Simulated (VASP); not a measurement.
# InSe (R3m) in VASP: further runs

Runs on InSe. Level: PBEsol. Tasks: single point.

Everything below comes from runs of VASP 6.6.1. Logs are shortened: lines on timing, memory, paths and dates and some standing lists are left out, and cuts for length are marked.

### 1 The cell of the first run

The structure is trigonal, space group R3m (No. 160). The conventional cell has a = 4.160 Å, b = 4.160 Å, c = 24.950 Å, α = 90.00°, β = 90.00°, γ = 120.00°. Within 3.6 Å of In (site symmetry 3m) lie 3 Se at 2.72 Å and 1 In at 2.80 Å. In (site symmetry 3m) has 3 Se at 2.72 Å and 1 In at 2.80 Å within 3.6 Å. Within 3.6 Å of Se (site symmetry 3m) lie 3 In at 2.72 Å. Within 3.6 Å of Se (site symmetry 3m) lie 3 In at 2.72 Å.

### 2 Single point, PBEsol (strain +0.040 along x and y, +0.000 along z)

The input, INCAR:

```
SYSTEM = InSe
PREC = Accurate
ENCUT = 520
EDIFF = 1E-6
ISMEAR = 0
SIGMA = 0.03
LREAL = .FALSE.
LASPH = .TRUE.
NELM = 60
ALGO = Normal
ISIF = 2
LWAVE = .FALSE.
LCHARG = .FALSE.
GGA = PS
NBANDS = 27
```

The input, KPOINTS:

```
regular mesh
0
G
  12 12 12
  0 0 0
```

The input, POSCAR:

```
InSe
1.0
    2.0799996363      1.2008883499      8.3166700000
   -2.0799996363      1.2008883499      8.3166700000
    0.0000000000     -2.4017766999      8.3166700000
In Se
2 2
Direct
    0.0000000000      0.0000000000      0.0000000000
    0.1122000000      0.1122000000      0.1122000000
    0.6155000000      0.6155000000      0.6155000000
    0.8300000000      0.8300000000      0.8300000000
```

Potentials or basis: VASP PAW PBE potentials, release 64 (In_d, Se).

Command:

```bash
> cat potpaw_PBE.64/In_d/POTCAR potpaw_PBE.64/Se/POTCAR > POTCAR
> mpirun -np 1 vasp_std > vasp.out
```

OUTCAR:

```text
SYSTEM = InSe
   PREC = Accurate
   ENCUT = 520
   EDIFF = 1E-6
   ISMEAR = 0
   LREAL = .FALSE.
   LASPH = .TRUE.
   NELM = 60
   ISIF = 2
   GGA = PS

 ion  position               nearest neighbor table
   1  0.000  0.000  0.000-   3 2.72   3 2.72   3 2.72   2 2.80
   2  0.112  0.112  0.112-   4 2.72   4 2.72   4 2.72   1 2.80
   3  0.615  0.615  0.615-   1 2.72   1 2.72   1 2.72
   4  0.830  0.830  0.830-   2 2.72   2 2.72   2 2.72

  LATTYP: Found a trigonal (rhomboedric) cell.
 ALAT       =     8.6565311300
 COS(alpha) =     0.8845301176

  Lattice vectors:

 A1 = (   2.0799996363,   1.2008883499,   8.3166700000)
 A2 = (  -2.0799996363,   1.2008883499,   8.3166700000)
 A3 = (   0.0000000000,  -2.4017766999,   8.3166700000)

Analysis of symmetry for initial positions (statically):
=====================================================================
 Subroutine PRICEL returns:
 Original cell was already a primitive cell.

 Routine SETGRP: Setting up the symmetry group for a
 trigonal (rhombohedral) supercell.

 Subroutine GETGRP returns: Found  6 space group operations
 (whereof  6 operations were pure point group operations)
 out of a pool of 12 trial point group operations.

The static configuration has the point symmetry C_3v.

Analysis of symmetry for dynamics (positions and initial velocities):
=====================================================================
 Subroutine PRICEL returns:
 Original cell was already a primitive cell.

 Routine SETGRP: Setting up the symmetry group for a
 trigonal (rhombohedral) supercell.

 Subroutine GETGRP returns: Found  6 space group operations
 (whereof  6 operations were pure point group operations)
 out of a pool of 12 trial point group operations.

The dynamic configuration has the point symmetry C_3v.

 Subroutine INISYM returns: Found  6 space group operations
 (whereof  6 operations are pure point group operations),
 and found     1 'primitive' translations

----------------------------------------------------------------------------------------

                                     Primitive cell

  volume of cell :     124.6426

  direct lattice vectors                    reciprocal lattice vectors
     2.079999636  1.200888350  8.316670000     0.240384657  0.138786147  0.040080144
    -2.079999636  1.200888350  8.316670000    -0.240384657  0.138786147  0.040080144
     0.000000000 -2.401776700  8.316670000     0.000000000 -0.277572293  0.040080144

  length of vectors
     8.656531130  8.656531130  8.656531130     0.280451058  0.280451058  0.280451058

  position of ions in fractional coordinates (direct lattice)
     0.000000000  0.000000000  0.000000000
     0.112200000  0.112200000  0.112200000
     0.615500000  0.615500000  0.615500000
     0.830000000  0.830000000  0.830000000

  ion indices of the primitive-cell ions
   primitive index   ion index
                 1           1
                 2           2
                 3           3
                 4           4

----------------------------------------------------------------------------------------

 KPOINTS: regular mesh

Automatic generation of k-mesh.
 Grid dimensions read from file:
 generate k-points for:   12   12   12

 Generating k-lattice:

  Cartesian coordinates                     Fractional coordinates (reciprocal lattice)
     0.020032055  0.011565512  0.003340012     0.083333333 -0.000000000  0.000000000
    -0.020032055  0.011565512  0.003340012    -0.000000000  0.083333333  0.000000000
     0.000000000 -0.023131024  0.003340012     0.000000000  0.000000000  0.083333333

  Length of vectors
     0.023370922  0.023370922  0.023370922

  Shift w.r.t. Gamma in fractional coordinates (k-lattice)
     0.000000000  0.000000000  0.000000000

 Subroutine IBZKPT returns following result:
 ===========================================

 Found    189 irreducible k-points:

 Following reciprocal coordinates:
            Coordinates               Weight
  0.000000  0.000000  0.000000      1.000000
  0.083333  0.000000  0.000000      6.000000
  0.166667  0.000000 -0.000000      6.000000
  0.250000  0.000000  0.000000      6.000000
  0.333333  0.000000  0.000000      6.000000
  0.416667  0.000000  0.000000      6.000000
[... 16 lines left out ...]
  0.500000  0.166667  0.000000     12.000000
 -0.416667  0.166667 -0.000000     12.000000
 [... further k-points ...]
   k-points           NKPTS =    189   k-points in BZ     NKDIM =    189   number of bands    NBANDS=     27
   number of dos      NEDOS =    301   number of ions     NIONS =      4
   total plane-waves  NPLWV = 262144
   dimension x,y,z NGX =    64 NGY =   64 NGZ =   64
   dimension x,y,z NGXF=   128 NGYF=  128 NGZF=  128
   ions per type =               2   2
   NGX,Y,Z   is equivalent  to a cutoff of  12.29, 12.29, 12.29 a.u.
   NGXF,Y,Z  is equivalent  to a cutoff of  24.58, 24.58, 24.58 a.u.
 SYSTEM =  InSe
   PREC   = accura    normal or accurate (medium, high low for compatibility)
   ISTART =      0    job   : 0-new  1-cont  2-samecut
   ICHARG =      2    charge: 1-file 2-atom 10-const
   ISPIN  =      1    spin polarized calculation?
   LNONCOLLINEAR =      F non collinear calculations
   LSORBIT =      F    spin-orbit coupling
   LASPH  =      T    aspherical Exc in radial PAW
   ENCUT  =  520.0 eV  38.22 Ry    6.18 a.u.  16.10 16.10 16.10*2*pi/ulx,y,z
   NELM   =     60;   NELMIN=  2; NELMDL= -5     # of ELM steps
   EDIFF  = 0.1E-05   stopping-criterion for ELM
   LREAL  =      F    real-space projection
   EDIFFG = 0.1E-04   stopping-criterion for IOM
   NSW    =      0    number of steps for IOM
   IBRION =     -1    ionic relax: 0-MD 1-quasi-New 2-CG
   NFREE  =      0    steps in history (QN), initial steepest desc. (CG)
   ISIF   =      2    stress and relaxation
   ISYM   =      2    0-nonsym 1-usesym 2-fastsym
   POTIM  = 0.5000    time-step for ionic-motion
   TEBEG  =    0.0;   TEEND  =   0.0 temperature during run
   PSTRESS=    0.0 pullay stress
   NELECT =      38.0000    total number of electrons
   NUPDOWN=      -1.0000    fix difference up-down
   EMIN   =  10.00;   EMAX   =-10.00  energy-range for DOS
   EFERMI =   0.00;   METHOD = LEGACY
   ISMEAR =     0;   SIGMA  =   0.03  broadening in eV -4-tet -1-fermi 0-gaus
   EFERMI_NEDOS =   21; number of points for ismear=-14 and -15
   IALGO  =     38    algorithm
   IMIX   =      4    mixing-type and parameters
     AMIX     =   0.40;   BMIX     =  1.00
     AMIX_MAG =   1.60;   BMIX_MAG =  1.00
  volume/ion in A,a.u.               =      31.16       210.28
  Fermi-wavevector in a.u.,A,eV,Ry     =   1.101828  2.082153 16.517814  1.214025
  Thomas-Fermi vector in A             =   2.238261
   LORBIT       =      0    0 simple, 1 ext, 2 COOP (PROOUT), +10 PAW based schemes
   GGA     = PS    functional components
   LHFCALC =     F    Hartree Fock is set to
   AEXX    =    0.0000 exact exchange contribution
   IVDW    =     0    specifies the selected vdW correction
   LEPSILON=     F    determine dielectric tensor
   LRPA    =     F    only Hartree local field effects (RPA)
 non-spin polarized calculation
 Gauss-broadening in eV      SIGMA  =   0.03
  energy-cutoff  :      520.00
  volume of cell :      124.64
 maximum number of plane-waves:      3385
   NGX = 33   NGY = 33   NGZ = 33

 number of electron      37.9999996 magnetization

 Free energy of the ion-electron system (eV)
  ---------------------------------------------------
  ext. energy  EPLUGINS =         0.00000000
  ---------------------------------------------------
  free energy    TOTEN  =       -15.48962091 eV

  energy without entropy =      -15.48961710  energy(sigma->0) =      -15.48961900

 E-fermi :   3.4775     XC(G=0):  -8.8354

 val. band max:        3.4228594281   @ k =   0.5000   0.5000   0.4167
 cond. band min:       3.5173393217   @ k =   0.5000   0.5000   0.5000
 fundamental gap:      0.0944798936
 Fermi energy:         3.4774749717

 k-point     1 :       0.0000    0.0000    0.0000
  band No.  band energies     occupation
      1     -11.2864      2.00000
      2     -11.0924      2.00000
      3     -11.0924      2.00000
      4     -11.0072      2.00000
      5     -11.0072      2.00000
      6     -11.0008      2.00000
[... 19 lines left out ...]
     26       8.5388      0.00000
     27      10.3309      0.00000

 k-point     2 :       0.0833    0.0000    0.0000
  band No.  band energies     occupation
      1     -11.2852      2.00000
      2     -11.1108      2.00000
      3     -11.0921      2.00000
      4     -11.0182      2.00000
      5     -11.0094      2.00000
      6     -11.0040      2.00000
[... 19 lines left out ...]
     26       8.6886      0.00000
     27      10.5920      0.00000

 k-point     3 :       0.1667    0.0000   -0.0000
  band No.  band energies     occupation
      1     -11.2829      2.00000
      2     -11.1556      2.00000
      3     -11.0918      2.00000
      4     -11.0631      2.00000
      5     -11.0142      2.00000
      6     -10.9949      2.00000
[... 19 lines left out ...]
     26       9.0511      0.00000
     27      10.0447      0.00000

 k-point     4 :       0.2500    0.0000    0.0000
  band No.  band energies     occupation
      1     -11.2842      2.00000
      2     -11.2035      2.00000
      3     -11.1178      2.00000
      4     -11.0921      2.00000
      5     -11.0200      2.00000
      6     -10.9815      2.00000
[... 19 lines left out ...]
     26       9.5389      0.00000
     27       9.7964      0.00000

 k-point     5 :       0.3333    0.0000    0.0000
  band No.  band energies     occupation
      1     -11.2980      2.00000
      2     -11.2313      2.00000
      3     -11.1663      2.00000
      4     -11.0931      2.00000
      5     -11.0254      2.00000
      6     -10.9674      2.00000
[... 19 lines left out ...]
     26       9.7545      0.00000
     27      10.3209      0.00000

 k-point     6 :       0.4167    0.0000    0.0000
  band No.  band energies     occupation
      1     -11.3180      2.00000
      2     -11.2384      2.00000
      3     -11.1988      2.00000
      4     -11.0941      2.00000
      5     -11.0292      2.00000
      6     -10.9568      2.00000
[... 444 lines left out ...]
      1     -11.2861      2.00000
      2     -11.2181      2.00000
      3     -11.1419      2.00000
      4     -11.0958      2.00000
      5     -11.0185      2.00000
      6     -10.9793      2.00000
[... 19 lines left out ...]
     26       9.7343      0.00000
     27      10.1797      0.00000

 k-point    22 :       0.4167    0.1667   -0.0000
  band No.  band energies     occupation
      1     -11.2996      2.00000
      2     -11.2356      2.00000
      3     -11.1803      2.00000
      4     -11.0994      2.00000
      5     -11.0199      2.00000
      6     -10.9709      2.00000
[... 19 lines left out ...]
     26       9.8365      0.00000
     27      10.1778      0.00000

 k-point    23 :       0.5000    0.1667    0.0000
  band No.  band energies     occupation
      1     -11.3158      2.00000
      2     -11.2401      2.00000
      3     -11.2059      2.00000
      4     -11.1022      2.00000
      5     -11.0209      2.00000
      6     -10.9647      2.00000
[... 19 lines left out ...]
     26      10.1193      0.00000
     27      10.5338      0.00000

 k-point    24 :      -0.4167    0.1667   -0.0000
  band No.  band energies     occupation
      1     -11.3228      2.00000
      2     -11.2408      2.00000
      3     -11.2143      2.00000
      4     -11.1033      2.00000
      5     -11.0212      2.00000
      6     -10.9624      2.00000
[... 19 lines left out ...]
     26      10.3075      0.00000
     27      10.8346      0.00000

 [... further k-points ...]

------------------------ aborting loop because EDIFF is reached ----------------------------------------

  FORCE on cell =-STRESS in cart. coord.  units (eV):
  Direction    XX          YY          ZZ          XY          YZ          ZX
  --------------------------------------------------------------------------------------
  -------------------------------------------------------------------------------------
  Total       -2.9456905     -2.9456905     -1.4916921      0.0000000      0.0000000      0.0000000
  in kB      -37.8644010    -37.8644010    -19.1744612      0.0000000      0.0000000      0.0000000
  external PRESSURE =     -31.6344211 kB  Pullay stress =       0.0000000 kB

 VOLUME and BASIS-vectors are now :
 -----------------------------------------------------------------------------
  energy-cutoff  :      520.00
  volume of cell :      124.64
      direct lattice vectors                 reciprocal lattice vectors
     2.079999636  1.200888350  8.316670000     0.240384657  0.138786147  0.040080144
    -2.079999636  1.200888350  8.316670000    -0.240384657  0.138786147  0.040080144
     0.000000000 -2.401776700  8.316670000     0.000000000 -0.277572293  0.040080144

 POSITION                                       TOTAL-FORCE (eV/Angst)
 -----------------------------------------------------------------------------------
      0.00000      0.00000      0.00000         0.000000      0.000000     -0.383314
      0.00000     -0.00000      2.79939         0.000000     -0.000000      0.373955
      0.00000     -0.00000     15.35673         0.000000     -0.000000      0.450654
      0.00000     -0.00000     20.70851         0.000000      0.000000     -0.441296
 -----------------------------------------------------------------------------------
    total drift:                               -0.000000     -0.000000      0.000264

  FREE ENERGIE OF THE ION-ELECTRON SYSTEM (eV)
  ---------------------------------------------------
  free  energy   TOTEN  =       -15.4896209096 eV

  energy  without entropy=      -15.4896170972  energy(sigma->0) =      -15.48961900
```

Run time: 67 min. Hardware: 1 thread of Intel Xeon 8259CL, shared host; peak memory 0.97 GiB.

Results:

```
Free energy            : -15.4896 eV
Pressure               : -3.2 GPa
Largest force          : 0.451 eV/Å
Band gap on the k mesh : 0.09 eV (least direct gap 0.17 eV)
```

Forces in eV/Å, atoms in the order of the input:
```
In   0.000  0.000 -0.383
In   0.000  0.000  0.374
Se   0.000  0.000  0.451
Se   0.000  0.000 -0.441
```

Levels at points of the mesh, in eV from the valence-band top:
| k point | band 15 | band 16 | band 17 | band 18 | band 19 | band 20 | band 21 | band 22 | band 23 | band 24 |
| --- | --- | --- | --- | --- | --- | --- | --- | --- | --- | --- |
| (0.00, 0.00, 0.00) | -1.48 | -1.40 | -1.40 | -1.27 | -1.27 | 1.39 | 1.73 | 3.95 | 3.95 | 5.11 |
| (0.50, 0.00, 0.00) | -3.29 | -2.31 | -2.26 | -2.14 | -1.54 | 1.04 | 1.75 | 3.67 | 3.89 | 4.42 |
| (0.50, 0.50, 0.00) | -3.05 | -2.47 | -2.46 | -1.95 | -1.40 | 0.95 | 1.83 | 3.30 | 3.44 | 4.00 |
| (0.50, 0.50, 0.50) | -1.47 | -1.47 | -1.18 | -1.18 | -0.07 | 0.09 | 1.77 | 3.86 | 3.86 | 5.26 |

Caveat: the cell differs from its parent crystal (strain +0.040 along x and y, +0.000 along z); the cell stands under tension; semilocal functionals underestimate gaps, and a narrow one can read as zero; the PAW data sets were made with another functional, which shifts forces and pressure a little; spin-orbit coupling is left out, which moves the levels of the heavy elements. A k mesh can miss the band edges.

### 3 Single point, PBEsol (strain +0.080 along x and y, -0.080 along z)

The input, INCAR:

```
SYSTEM = InSe
ALGO = Normal ; EDIFF = 1E-6
ENCUT = 520 ; GGA = PS
ISIF = 2 ; ISMEAR = 0
LASPH = .TRUE. ; LCHARG = .TRUE.
LELF = .TRUE. ; LREAL = .FALSE.
LVHAR = .TRUE. ; LWAVE = .FALSE.
NBANDS = 27 ; NELM = 100
PREC = Accurate ; SIGMA = 0.03
```

The input, KPOINTS:

```
k-points
0
G
  12 12 12
  0 0 0
```

The input, POSCAR:

```
InSe
1.0
    2.1599996223      1.2470763634      7.6513364000
   -2.1599996223      1.2470763634      7.6513364000
    0.0000000000     -2.4941527268      7.6513364000
In Se
2 2
Direct
    0.0000000000      0.0000000000      0.0000000000
    0.1122000000      0.1122000000      0.1122000000
    0.6155000000      0.6155000000      0.6155000000
    0.8300000000      0.8300000000      0.8300000000
```

Potentials or basis: VASP PAW PBE potentials, release 64 (In_d, Se).

Command:

```bash
> cat potpaw_PBE.64/In_d/POTCAR potpaw_PBE.64/Se/POTCAR > POTCAR
> mpirun -np 1 vasp_std > vasp.out
```

Wall time 34 min (1 thread of Intel Xeon Platinum 8259CL at 2.50GHz (Skylake/Cascade Lake), shared host); peak memory 0.84 GiB.

The run converged. Its results:

| Item | Value |
| --- | --- |
| Free energy | -15.1543 eV |
| Pressure | -2.4 GPa |
| Largest force | 1.913 eV/Å |
| Band gap on the k mesh | 0.22 eV |

Forces in eV/Å, atoms in the order of the input:
```
In   0.000  0.000 -1.913
In   0.000  0.000  1.856
Se   0.000  0.000  0.359
Se   0.000  0.000 -0.303
```

Stress tensor (GPa, compression positive):
```
-5.62  0.00  0.00
 0.00 -5.62  0.00
 0.00  0.00  4.16
```

Levels at points of the mesh, in eV from the valence-band top:
```tsv
k point	band 17	band 18	band 19	band 20	band 21	band 22
(0.00, 0.00, 0.00)	-1.58	-1.53	-1.53	1.17	1.72	3.29
(0.50, 0.00, 0.00)	-2.32	-2.24	-1.36	0.90	1.74	4.11
(0.50, 0.50, 0.00)	-2.33	-2.00	-1.25	0.95	1.73	3.36
(0.50, 0.50, 0.50)	-1.38	-1.38	-0.53	0.25	1.39	3.15
```

Caveat: the cell differs from its parent crystal (strain +0.080 along x and y, -0.080 along z); the stress differs along the axes, from -6 to 4 GPa; semilocal functionals underestimate gaps, and a narrow one can read as zero; the PAW data sets were made with another functional, which shifts forces and pressure a little; spin-orbit coupling is left out, which moves the levels of the heavy elements. A k mesh can miss the band edges.
